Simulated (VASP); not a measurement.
CaSe:

```
Ca Se
1.0
     0.00000    2.96753    2.96753
     2.96753    0.00000    2.96753
     2.96753    2.96753    0.00000
Ca Se
1 1
Direct
  0.00000 0.00000 0.00000
  0.50000 0.50000 0.50000
```

Base run:

- Program: VASP 6.6.1
- Functional: r2SCAN
- Potentials or basis: VASP PAW PBE potentials, release 64 (Ca_sv, Se)
- Cutoff: 550 eV
- k mesh: 6 × 6 × 6
- Occupations: gaussian, width 0.01 eV
- Spin: no spin polarisation

Its results: band gap on the k mesh 2.52 eV, indirect (least direct gap 3.46 eV); pressure 0.3 GPa.

**Question.** The run is repeated on the same cell with these changes: functional from r2SCAN to PBE; cutoff from 550 eV to 500 eV; k mesh from 6 × 6 × 6 to 4 × 4 × 4. What comes out?

**Answer.** Band gap on the k mesh 2.04 eV, indirect (least direct gap 2.96 eV); pressure 0.9 GPa.

Several settings changed at once, so the effect can't be laid on one alone.

Caveats: some runs use coarse meshes; the PAW data sets were made with another functional, which shifts forces and pressure a little (some runs).

A k mesh can miss the band edges.
